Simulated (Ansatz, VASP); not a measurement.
# Two plane-wave programs on CdF2

```xyz
3
Lattice="0.0000 2.6940 2.6940 2.6940 0.0000 2.6940 2.6940 2.6940 0.0000" Properties=species:S:1:pos:R:3 pbc="T T T"
Cd    0.0000    0.0000    0.0000
F     1.3470    1.3470    1.3470
F     4.0410    4.0410    4.0410
```

Alike in both runs: task electric field gradients; functional r2SCAN; k mesh 8 × 8 × 8; occupations fermi-dirac, width 0.02 eV; no spin polarisation.

|  | VASP | Ansatz |
| --- | --- | --- |
| version | VASP 6.6.1 | Ansatz 0.2.0 |
| potentials or method | VASP PAW PBE potentials, release 64 (Cd_sv_GW, F) | plane-wave PAW, scalar-relativistic |
| plane-wave cutoff (eV) | 580 | 500 |
| valence electrons in the cell | 34 | 34 |

VASP gave:

```
gap on the k mesh at the Fermi level (eV) : 3.78
pressure (GPa)                            : -1.1
```

Q: Estimate Ansatz's values.

A: gap on the k mesh at the Fermi level (eV): 3.79; pressure (GPa): 0.0.

VASP's potentials were made for PBE, not for r2SCAN.
